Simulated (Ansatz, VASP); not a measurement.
Two plane-wave programs on KCl

Contents of INCAR:

```
ALGO = Normal
EDIFF = 1E-6
ENCUT = 520
GGA = PE
ISIF = 2
ISMEAR = 0
LASPH = True
LCHARG = False
LREAL = False
LWAVE = False
NBANDS = 15
NELM = 60
PREC = Accurate
SIGMA = 0.05
```

KPOINTS

```
k-points
0
Gamma
  6 6 6
```

Contents of POSCAR:

```
KCl
1.0
    0.0000000000      3.0614170000      3.1561000000
    3.0614170000      0.0000000000      3.1561000000
    3.0614170000      3.0614170000      0.0000000000
K Cl
1 1
Direct
    0.0000000000      0.0000000000      0.0000000000
    0.5000000000      0.5000000000      0.5000000000
```

Input for Ansatz:

```yaml
crystal:
  lattice:
    - [0.0, 3.061417, 3.1561]
    - [3.061417, 0.0, 3.1561]
    - [3.061417, 3.061417, 0.0]
  atoms:
    - { symbol: K, position: [0.0, 0.0, 0.0] }
    - { symbol: Cl, position: [0.5, 0.5, 0.5] }
basis:
  ecutwfc: 420
kpoints:
  mp_grid: { grid: [6, 6, 6] }
hamiltonian:
  xc: pbe
scf:
  occupations: { method: gaussian, width: 0.05 }
output:
  forces: true
  stress: true
  eigenvalues: true
```

Change from the starting cell: strain -0.0300 x Voigt [1, 1, 0, 0, 0, 0], atoms carried along.

Alike in both runs: task single point; functional PBE; k mesh 6 × 6 × 6; occupations gaussian, width 0.05 eV; no spin polarisation.

|  | VASP | Ansatz |
| --- | --- | --- |
| version | VASP 6.6.1 | Ansatz 0.2.0 |
| potentials or method | VASP PAW PBE potentials, release 64 (K_sv, Cl), cutoff 520 eV | scalar-relativistic, plane waves, PAW |
| valence electrons in the cell | 16 | 16 |

```tsv
	VASP	Ansatz	Ansatz less VASP
gap on the k mesh at the Fermi level (eV)	5.36	5.36	+0.003
least direct gap on the mesh (eV)	5.36	5.36	+0.003
pressure (GPa)	2.0	2.0	-0.05
traceless stress, the component that is largest in VASP (GPa)	-0.96	-0.95	+0.018
```

With one functional, cell and mesh, what is left measures potentials, basis and numerics.
